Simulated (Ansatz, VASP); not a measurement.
Sc2GaN3 in VASP and in Ansatz

```
Sc Ga N
1.0
     3.16181    0.00000    0.00000
    -1.58090    2.73820    0.00000
     0.00000    0.00000    7.56967
Sc Ga N
2 1 3
Cartesian
  1.5809 0.9127 2.4704
  0.0000 1.8255 5.0993
  0.0000 0.0000 0.0000
  0.0000 1.8255 1.1984
  0.0000 0.0000 3.7848
  1.5809 0.9127 6.3713
```

Alike in both runs: functional PBE; k mesh 4 × 4 × 2; occupations gaussian, width 0.15 eV; no spin polarisation.

Ansatz relaxed the structure, and its values are those at the end. VASP's run is a single point on that final structure, the one shown.

|  | VASP | Ansatz |
| --- | --- | --- |
| version | VASP 6.6.1 | Ansatz 0.2.0 |
| potentials or method | VASP PAW PBE potentials, release 64 (Sc_sv, Ga_d, N), cutoff 520 eV | scalar-relativistic, plane waves, PAW |
| valence electrons in the cell | 50 | 50 |

```csv
,VASP,Ansatz,Ansatz less VASP
gap on the k mesh at the Fermi level (eV),0.81,0.84,+0.023
least direct gap on the mesh (eV),2.14,2.15,+0.010
pressure (GPa),0.5,-0.4,-0.91
rms of the force components (eV/Å),0.018,0.014,-0.0040
```

The k mesh is coarse, so the values compare programs but aren't converged.
